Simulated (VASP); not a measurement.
BiPt: single point with LDA

Crystal: BiPt.

```xyz
4
Lattice="4.2719 0.0000 0.0000 -2.1359 3.6995 0.0000 0.0000 0.0000 5.4900" Properties=species:S:1:pos:R:3 pbc="T T T"
Bi    0.0000    2.4664    1.3725
Bi    2.1359    1.2332    4.1175
Pt    0.0000    0.0000    0.0000
Pt    0.0000    0.0000    2.7450
```

This cell differs from its parent crystal: equal xx and yy strain of -1 %.

| Quantity | Value |
| --- | --- |
| Program | VASP 6.6.1 |
| Task | single point |
| Functional | LDA |
| Potentials or basis | VASP PAW LDA potentials, release 64 (Bi_d, Pt) |
| Cutoff | 520 eV |
| k mesh | 9 × 9 × 6 |
| Occupations | fermi-dirac, width 0.05 eV |
| Spin | no spin polarisation |

The pressure is 2.8 GPa and the band gap on the k mesh is zero (bands 25 and 26 overlap by 4.12 eV).

Stress tensor (GPa, compression positive):
```
3.46 0.00 0.00
0.00 3.46 0.00
0.00 0.00 1.58
```

Levels at points of the mesh, in eV from the Fermi level:
| k point | band 22 | band 23 | band 24 | band 25 | band 26 | band 27 | band 28 | band 29 |
| --- | --- | --- | --- | --- | --- | --- | --- | --- |
| (0.00, 0.00, 0.00) | -1.81 | 0.31 | 0.31 | 1.02 | 2.18 | 2.34 | 2.91 | 3.68 |
| (0.00, 0.00, 0.50) | -3.24 | -1.63 | -1.63 | 2.56 | 2.56 | 2.56 | 2.56 | 5.06 |

Wall time 3.1 min on 1 thread of Oxide Virtual Turin-like Processor (shared host), peak memory 0.21 GiB.

Caveat: the cell differs from its parent crystal (equal xx and yy strain of -1 %); spin-orbit coupling is left out, which moves the levels of the heavy elements.
